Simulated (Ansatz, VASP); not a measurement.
**Tl in VASP and in Ansatz**

```
Tl
1.0
     0.00000    2.46335    2.46335
     2.46335    0.00000    2.46335
     2.46335    2.46335    0.00000
Tl
1
Direct
  0.00000 0.00000 0.00000
```

Alike in both runs: functional r2SCAN; k mesh 11 × 11 × 11; occupations fermi-dirac, width 0.1 eV; no spin polarisation.

Ansatz relaxed the structure, and its values are those at the end. VASP's run is a single point on that final structure, the one shown.

|  | VASP | Ansatz |
| --- | --- | --- |
| version | VASP 6.6.1 | Ansatz 0.2.0 |
| potentials or method | VASP PAW PBE potentials, release 64 (Tl_d), cutoff 520 eV | plane waves (500 eV) with PAW, scalar-relativistic |
| valence electrons in the cell | 13 | 13 |

|  | VASP | Ansatz | Ansatz less VASP |
| --- | --- | --- | --- |
| pressure (GPa) | 0.0 | 0.0 | +0.04 |

VASP's potentials were made for PBE, not for r2SCAN. The functional is the same, so the differences come from potentials, cutoffs and numerics.

Spin-orbit coupling is off throughout.
